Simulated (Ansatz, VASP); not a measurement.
# Two plane-wave programs on Sc

Contents of INCAR:

```
SYSTEM = Sc
ALGO = Normal ; EDIFF = 1E-6
ENCUT = 520 ; GGA = PS
ISIF = 2 ; ISMEAR = -1
LASPH = .TRUE. ; LCHARG = .FALSE.
LREAL = .FALSE. ; LWAVE = .FALSE.
NBANDS = 18 ; NELM = 60
PREC = Accurate ; SIGMA = 0.1
```

KPOINTS

```
k-points
0
G
  18 18 10
  0 0 0
```

File POSCAR:

```
Sc
1.0
    3.3184431454      0.0000000000      0.0000000000
   -1.6592215727      2.8738560649      0.0000000000
    0.0000000000      0.0000000000      5.1725401128
Sc
2
Direct
    0.3333333333      0.6666666667      0.2500000000
    0.6666666667      0.3333333333      0.7500000000
```

Input for Ansatz:

```yaml
crystal:
  lattice:
    - [3.3184431454, 0.0, 0.0]
    - [-1.6592215727, 2.8738560649, 0.0]
    - [0.0, 0.0, 5.1725401128]
  atoms:
    - { symbol: Sc, position: [0.3333333333, 0.6666666667, 0.25] }
    - { symbol: Sc, position: [0.6666666667, 0.3333333333, 0.75] }
hamiltonian:
  xc: pbesol
  pseudopotentials:
    kind: paw
    azcp:
      Sc: "pseudopotentials/Sc.paw.azcp"
basis:
  ecutwfc: 420
  fft_grid_basis: typed
kpoints:
  mp_grid: { grid: [18, 18, 10], shift: [0, 0, 0] }
magnetization:
  spin_polarized: false
scf:
  occupations: { method: fermi_dirac, width: 0.1 }
output:
  stress: true
```

Alike in both runs: task single point; functional PBEsol; k mesh 18 × 18 × 10; occupations fermi-dirac, width 0.1 eV; no spin polarisation.

|  | VASP | Ansatz |
| --- | --- | --- |
| version | VASP 6.6.1 | Ansatz 0.2.0 |
| potentials or method | VASP PAW PBE potentials, release 64 (Sc_sv), cutoff 520 eV | plane waves (420 eV) with PAW, scalar-relativistic |
| valence electrons in the cell | 22 | 22 |

```csv
,VASP,Ansatz,Ansatz less VASP
pressure (GPa),-2.1,-2.1,0.00
"traceless stress, the component that is largest in VASP (GPa)",0.07,0.07,+0.001
```

VASP's potentials were made for PBE, not for PBEsol, and Ansatz warns of the same on its side.
